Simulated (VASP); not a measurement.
# Pt in VASP: further runs

Pt is run at these levels: PBE; tasks: single point.

Everything below comes from runs of VASP 6.6.1. Logs are shortened: lines on timing, memory, paths and dates and some standing lists are left out, and cuts for length are marked.

### 1 The cell of the first run

The cell holds a slab with vacuum, 6 atoms: a = 2.809 Å, b = 3.972 Å, c = 23.021 Å, α = 90.00°, β = 90.00°, γ = 90.00°.

### 2 Single point, PBE

Input file INCAR:

```
SYSTEM = Pt
PREC = Accurate
ENCUT = 520
EDIFF = 1E-6
ISMEAR = -1
SIGMA = 0.1
LREAL = .FALSE.
LASPH = .TRUE.
NELM = 60
ALGO = Normal
ISIF = 2
LWAVE = .FALSE.
LCHARG = .FALSE.
LDIPOL = .TRUE.
IDIPOL = 3
DIPOL = 0.5 0.5 0.500
GGA = PE
NBANDS = 39
```

Input file KPOINTS:

```
Automatic mesh
0
G
  14 10 1
  0 0 0
```

Input file POSCAR:

```
Pt
1.0
    2.8085470207      0.0000000000      0.0000000000
    0.0000000000      3.9718852873      0.0000000000
    0.0000000000      0.0000000000     23.0214000000
Pt
6
Direct
    0.2500000000      0.2500000000      0.3525208290
    0.7500000000      0.7500000000      0.4046703940
    0.2500000000      0.2500000000      0.4706394975
    0.7500000000      0.7500000000      0.5293605030
    0.2500000000      0.2500000000      0.5953295994
    0.7500000000      0.7500000000      0.6474791770
```

Potentials or basis: VASP PAW PBE potentials, release 64 (Pt).

Started as:

```console
> cat potpaw_PBE.64/Pt/POTCAR > POTCAR
> mpirun -np 1 vasp_std > vasp.out
```

OUTCAR:

```text
SYSTEM = Pt
   PREC = Accurate
   ENCUT = 520
   EDIFF = 1E-6
   ISMEAR = -1
   LREAL = .FALSE.
   LASPH = .TRUE.
   NELM = 60
   ISIF = 2
   GGA = PE

 ion  position               nearest neighbor table
   1  0.250  0.250  0.353-   2 2.71   2 2.71   2 2.71   2 2.71   3 2.72
   2  0.750  0.750  0.405-   1 2.71   1 2.71   1 2.71   1 2.71   3 2.87   3 2.87   3 2.87   3 2.87
                             4 2.87
   3  0.250  0.250  0.471-   1 2.72   4 2.78   4 2.78   4 2.78   4 2.78   2 2.87   2 2.87   2 2.87
                             2 2.87   5 2.87
   4  0.750  0.750  0.529-   6 2.72   3 2.78   3 2.78   3 2.78   3 2.78   5 2.87   5 2.87   5 2.87
                             5 2.87   2 2.87
   5  0.250  0.250  0.595-   6 2.71   6 2.71   6 2.71   6 2.71   4 2.87   4 2.87   4 2.87   4 2.87
                             3 2.87
   6  0.750  0.750  0.647-   5 2.71   5 2.71   5 2.71   5 2.71   4 2.72

  LATTYP: Found a simple orthorhombic cell.
 ALAT       =     2.8085470207
 B/A-ratio  =     1.4142135624
 C/A-ratio  =     8.1969074508

  Lattice vectors:

 A1 = (   2.8085470207,   0.0000000000,   0.0000000000)
 A2 = (   0.0000000000,   3.9718852873,   0.0000000000)
 A3 = (   0.0000000000,   0.0000000000,  23.0214000000)

Analysis of symmetry for initial positions (statically):
=====================================================================
 Subroutine PRICEL returns:
 Original cell was already a primitive cell.

 Routine SETGRP: Setting up the symmetry group for a
 simple orthorhombic supercell.

 Subroutine GETGRP returns: Found  8 space group operations
 (whereof  2 operations were pure point group operations)
 out of a pool of  8 trial point group operations.

The static configuration has the point symmetry S_2 .
 The point group associated with its full space group is D_2h.

Analysis of symmetry for dynamics (positions and initial velocities):
=====================================================================
 Subroutine PRICEL returns:
 Original cell was already a primitive cell.

 Routine SETGRP: Setting up the symmetry group for a
 simple orthorhombic supercell.

 Subroutine GETGRP returns: Found  8 space group operations
 (whereof  2 operations were pure point group operations)
 out of a pool of  8 trial point group operations.

The dynamic configuration has the point symmetry S_2 .
 The point group associated with its full space group is D_2h.

 Subroutine INISYM returns: Found  8 space group operations
 (whereof  2 operations are pure point group operations),
 and found     1 'primitive' translations

----------------------------------------------------------------------------------------

                                     Primitive cell

  volume of cell :     256.8089

  direct lattice vectors                    reciprocal lattice vectors
     2.808547021  0.000000000  0.000000000     0.356055994  0.000000000  0.000000000
     0.000000000  3.971885287  0.000000000     0.000000000  0.251769608  0.000000000
     0.000000000  0.000000000 23.021400000     0.000000000  0.000000000  0.043437845

  length of vectors
     2.808547021  3.971885287 23.021400000     0.356055994  0.251769608  0.043437845

  position of ions in fractional coordinates (direct lattice)
     0.250000000  0.250000000  0.352520829
     0.750000000  0.750000000  0.404670394
     0.250000000  0.250000000  0.470639498
     0.750000000  0.750000000  0.529360503
     0.250000000  0.250000000  0.595329599
     0.750000000  0.750000000  0.647479177

  ion indices of the primitive-cell ions
   primitive index   ion index
                 1           1
                 2           2
                 3           3
                 4           4
                 5           5
                 6           6

----------------------------------------------------------------------------------------

 KPOINTS: Automatic mesh

Automatic generation of k-mesh.
 Grid dimensions read from file:
 generate k-points for:   14   10    1

 Generating k-lattice:

  Cartesian coordinates                     Fractional coordinates (reciprocal lattice)
     0.025432571  0.000000000  0.000000000     0.071428571  0.000000000  0.000000000
     0.000000000  0.025176961  0.000000000     0.000000000  0.100000000  0.000000000
     0.000000000  0.000000000  0.043437845     0.000000000  0.000000000  1.000000000

  Length of vectors
     0.025432571  0.025176961  0.043437845

  Shift w.r.t. Gamma in fractional coordinates (k-lattice)
     0.000000000  0.000000000  0.000000000

 Subroutine IBZKPT returns following result:
 ===========================================

 Found     48 irreducible k-points:

 Following reciprocal coordinates:
            Coordinates               Weight
  0.000000  0.000000  0.000000      1.000000
  0.071429  0.000000  0.000000      2.000000
  0.142857  0.000000  0.000000      2.000000
  0.214286  0.000000  0.000000      2.000000
  0.285714  0.000000  0.000000      2.000000
  0.357143  0.000000  0.000000      2.000000
[... 16 lines left out ...]
  0.428571  0.200000  0.000000      4.000000
  0.500000  0.200000  0.000000      2.000000
 [... further k-points ...]
   k-points           NKPTS =     48   k-points in BZ     NKDIM =     48   number of bands    NBANDS=     39
   number of dos      NEDOS =    301   number of ions     NIONS =      6
   total plane-waves  NPLWV = 129600
   dimension x,y,z NGX =    24 NGY =   30 NGZ =  180
   dimension x,y,z NGXF=    48 NGYF=   60 NGZF=  360
   ions per type =               6
   NGX,Y,Z   is equivalent  to a cutoff of  14.21, 12.56, 13.00 a.u.
   NGXF,Y,Z  is equivalent  to a cutoff of  28.41, 25.11, 26.00 a.u.
 SYSTEM =  Pt
   PREC   = accura    normal or accurate (medium, high low for compatibility)
   ISTART =      0    job   : 0-new  1-cont  2-samecut
   ICHARG =      2    charge: 1-file 2-atom 10-const
   ISPIN  =      1    spin polarized calculation?
   LNONCOLLINEAR =      F non collinear calculations
   LSORBIT =      F    spin-orbit coupling
   LASPH  =      T    aspherical Exc in radial PAW
   ENCUT  =  520.0 eV  38.22 Ry    6.18 a.u.   5.22  7.39 42.80*2*pi/ulx,y,z
   NELM   =     60;   NELMIN=  2; NELMDL= -5     # of ELM steps
   EDIFF  = 0.1E-05   stopping-criterion for ELM
   LREAL  =      F    real-space projection
   EDIFFG = 0.1E-04   stopping-criterion for IOM
   NSW    =      0    number of steps for IOM
   IBRION =     -1    ionic relax: 0-MD 1-quasi-New 2-CG
   NFREE  =      0    steps in history (QN), initial steepest desc. (CG)
   ISIF   =      2    stress and relaxation
   ISYM   =      2    0-nonsym 1-usesym 2-fastsym
   POTIM  = 0.5000    time-step for ionic-motion
   TEBEG  =    0.0;   TEEND  =   0.0 temperature during run
   PSTRESS=    0.0 pullay stress
   NELECT =      60.0000    total number of electrons
   NUPDOWN=      -1.0000    fix difference up-down
   EMIN   =  10.00;   EMAX   =-10.00  energy-range for DOS
   EFERMI =   0.00;   METHOD = LEGACY
   ISMEAR =    -1;   SIGMA  =   0.10  broadening in eV -4-tet -1-fermi 0-gaus
   EFERMI_NEDOS =   21; number of points for ismear=-14 and -15
   IALGO  =     38    algorithm
   IMIX   =      4    mixing-type and parameters
     AMIX     =   0.40;   BMIX     =  1.00
     AMIX_MAG =   1.60;   BMIX_MAG =  1.00
  volume/ion in A,a.u.               =      42.80       288.84
  Fermi-wavevector in a.u.,A,eV,Ry     =   1.008297  1.905405 13.832542  1.016663
  Thomas-Fermi vector in A             =   2.141155
   LORBIT       =      0    0 simple, 1 ext, 2 COOP (PROOUT), +10 PAW based schemes
   GGA     = PE    functional components
   LHFCALC =     F    Hartree Fock is set to
   AEXX    =    0.0000 exact exchange contribution
   IVDW    =     0    specifies the selected vdW correction
   LEPSILON=     F    determine dielectric tensor
   LRPA    =     F    only Hartree local field effects (RPA)
 non-spin polarized calculation
  energy-cutoff  :      520.00
  volume of cell :      256.81
 maximum number of plane-waves:      6970
 NGX is ok and might be reduce to    24
   NGX = 11   NGY = 15   NGZ = 85

 dipolmoment           0.000000      0.000000     -0.000000 electrons x Angstroem

 number of electron      60.0000007 magnetization

 dipolmoment           0.000000      0.000000      0.000002 electrons x Angstroem

 Free energy of the ion-electron system (eV)
  ---------------------------------------------------
  ext. energy  EPLUGINS =         0.00000000
  ---------------------------------------------------
  free energy    TOTEN  =       -34.12946322 eV

  energy without entropy =      -33.74497610  energy(sigma->0) =      -33.93721966

 E-fermi :   0.4342     XC(G=0):  -5.6743

 val. band max:        0.4282920201   @ k =   0.0714   0.4000   0.0000
 cond. band min:       0.4369465771   @ k =   0.2857   0.2000   0.0000
 fundamental gap:      0.0086545570
 Fermi energy:         0.4342326583

 k-point     1 :       0.0000    0.0000    0.0000
  band No.  band energies     occupation
      1      -8.7174      2.00000
      2      -7.3305      2.00000
      3      -5.8539      2.00000
      4      -5.6277      2.00000
      5      -5.3139      2.00000
      6      -5.2595      2.00000
[... 31 lines left out ...]
     38       5.6581      0.00000
     39       6.4379      0.00000

 k-point     2 :       0.0714    0.0000    0.0000
  band No.  band energies     occupation
      1      -8.5866      2.00000
      2      -7.2099      2.00000
      3      -5.7356      2.00000
      4      -5.5232      2.00000
      5      -5.1974      2.00000
      6      -5.1933      2.00000
[... 31 lines left out ...]
     38       5.7620      0.00000
     39       6.6512      0.00000

 k-point     3 :       0.1429    0.0000    0.0000
  band No.  band energies     occupation
      1      -8.2073      2.00000
      2      -6.8768      2.00000
      3      -5.4232      2.00000
      4      -5.3127      2.00000
      5      -5.0087      2.00000
      6      -4.8533      2.00000
[... 31 lines left out ...]
     38       6.0677      0.00000
     39       7.1203      0.00000

 k-point     4 :       0.2143    0.0000    0.0000
  band No.  band energies     occupation
      1      -7.6198      2.00000
      2      -6.4288      2.00000
      3      -5.2446      2.00000
      4      -5.0735      2.00000
      5      -4.6587      2.00000
      6      -4.5722      2.00000
[... 31 lines left out ...]
     38       6.7299      0.00000
     39       7.1272      0.00000
[... 754 lines left out ...]
     38       6.5609      0.00000
     39       7.2108      0.00000

 k-point    23 :       0.4286    0.2000    0.0000
  band No.  band energies     occupation
      1      -5.7289      2.00000
      2      -5.5850      2.00000
      3      -5.4498      2.00000
      4      -5.2471      2.00000
      5      -5.1972      2.00000
      6      -5.1369      2.00000
[... 31 lines left out ...]
     38       6.5194      0.00000
     39       7.0670      0.00000

 k-point    24 :       0.5000    0.2000    0.0000
  band No.  band energies     occupation
      1      -5.5733      2.00000
      2      -5.5733      2.00000
      3      -5.4095      2.00000
      4      -5.4095      2.00000
      5      -5.2857      2.00000
      6      -5.2857      2.00000
[... 31 lines left out ...]
     38       6.1920      0.00000
     39       8.4250      0.00000

 [... further k-points ...]

------------------------ aborting loop because EDIFF is reached ----------------------------------------

 vacuum level on the upper side and lower side of the slab       (xc-potential included)        -0.185        -0.185

  FORCE on cell =-STRESS in cart. coord.  units (eV):
  Direction    XX          YY          ZZ          XY          YZ          ZX
  --------------------------------------------------------------------------------------
  -------------------------------------------------------------------------------------
  Total       -5.6182873     -1.7250867     -0.2997134     -0.0000000      0.0000000      0.0000000
  in kB      -35.0513220    -10.7624558     -1.8698491     -0.0000000      0.0000000      0.0000000
  external PRESSURE =     -15.8945423 kB  Pullay stress =       0.0000000 kB

 VOLUME and BASIS-vectors are now :
 -----------------------------------------------------------------------------
  energy-cutoff  :      520.00
  volume of cell :      256.81
      direct lattice vectors                 reciprocal lattice vectors
     2.808547021  0.000000000  0.000000000     0.356055994  0.000000000  0.000000000
     0.000000000  3.971885287  0.000000000     0.000000000  0.251769608  0.000000000
     0.000000000  0.000000000 23.021400000     0.000000000  0.000000000  0.043437845

 POSITION                                       TOTAL-FORCE (eV/Angst)
 -----------------------------------------------------------------------------------
      0.70214      0.99297      8.11552         0.000000     -0.000000      0.031393
      2.10641      2.97891      9.31608         0.000000      0.000000      0.004707
      0.70214      0.99297     10.83478         0.000000     -0.000000     -0.007237
      2.10641      2.97891     12.18662         0.000000     -0.000000      0.007237
      0.70214      0.99297     13.70532         0.000000      0.000000     -0.004707
      2.10641      2.97891     14.90588         0.000000     -0.000000     -0.031393
 -----------------------------------------------------------------------------------
    total drift:                                0.000000      0.000000      0.000328

  FREE ENERGIE OF THE ION-ELECTRON SYSTEM (eV)
  ---------------------------------------------------
  free  energy   TOTEN  =       -34.1294632219 eV

  energy  without entropy=      -33.7449760992  energy(sigma->0) =      -33.93721966

 vacuum level on the upper side and lower side of the slab         5.650         5.650
```

Wall time 7.7 min (1 thread of AMD EPYC 9R45 (Zen 5), shared host); peak memory 0.52 GiB.

Results:

```yaml
Free_energy: -34.1295 eV
Largest_force: 0.031 eV/Å
Band_gap_on_the_k_mesh: zero (bands 30 and 31 overlap by 0.64 eV)
```

Forces on the atoms (eV/Å):
```
Pt   0.000  0.000  0.031
Pt   0.000  0.000  0.005
Pt   0.000  0.000 -0.007
Pt   0.000  0.000  0.007
Pt   0.000  0.000 -0.005
Pt   0.000  0.000 -0.031
```

Levels at points of the mesh, in eV from the Fermi level:
```csv
k point,band 26,band 27,band 28,band 29,band 30,band 31,band 32,band 33,band 34,band 35
"(0.00, 0.00, 0.00)",-1.29,-0.71,-0.63,-0.41,-0.34,-0.17,0.23,0.48,0.77,3.23
"(0.50, 0.00, 0.00)",-0.12,-0.08,-0.08,0.30,0.30,1.89,1.89,2.26,2.26,2.48
"(0.00, 0.50, 0.00)",-0.61,-0.46,-0.46,-0.19,-0.19,-0.08,-0.08,0.12,0.12,0.34
"(0.50, 0.50, 0.00)",-0.02,0.07,0.07,0.22,0.22,1.15,1.15,3.75,3.75,5.45
```

Caveat: spin-orbit coupling is left out, which moves the levels of the heavy elements.

### 3 Single point, PBE

Input file INCAR:

```
PREC = Accurate ; ENCUT = 520
EDIFF = 1E-6 ; ISMEAR = -1
SIGMA = 0.1 ; LREAL = F
LASPH = T ; NELM = 80
ALGO = Normal ; ISIF = 2
LWAVE = F ; LCHARG = F
LDIPOL = T ; IDIPOL = 3
DIPOL = 0.5 0.5 0.500 ; GGA = PE
NBANDS = 39
```

Input file KPOINTS:

```
regular mesh
0
Gamma
  14 10 1
```

POSCAR is that of step 2.

Potentials or basis: VASP PAW PBE potentials, release 64 (Pt).

Started as:

```console
> cat potpaw_PBE.64/Pt/POTCAR > POTCAR
> mpirun -np 1 vasp_std > vasp.out
```

It took 7.8 min on 1 thread of AMD EPYC 9R45 (Zen 5), shared host; peak memory 0.52 GiB.

The run converged. Its results:

```
Free energy            : -34.1295 eV
Largest force          : 0.031 eV/Å
Band gap on the k mesh : zero (bands 30 and 31 overlap by 0.64 eV)
```

Forces on the atoms (eV/Å):
```
Pt   0.000  0.000  0.031
Pt   0.000  0.000  0.005
Pt   0.000  0.000 -0.007
Pt   0.000  0.000  0.007
Pt   0.000  0.000 -0.005
Pt   0.000  0.000 -0.031
```

Levels at points of the mesh, in eV from the Fermi level:
```tsv
k point	band 28	band 29	band 30	band 31	band 32	band 33
(0.00, 0.00, 0.00)	-0.63	-0.41	-0.34	-0.17	0.23	0.48
(0.50, 0.00, 0.00)	-0.08	0.30	0.30	1.89	1.89	2.26
(0.00, 0.50, 0.00)	-0.46	-0.19	-0.19	-0.08	-0.08	0.12
(0.50, 0.50, 0.00)	0.07	0.22	0.22	1.15	1.15	3.75
```

Caveat: spin-orbit coupling is left out, which moves the levels of the heavy elements.
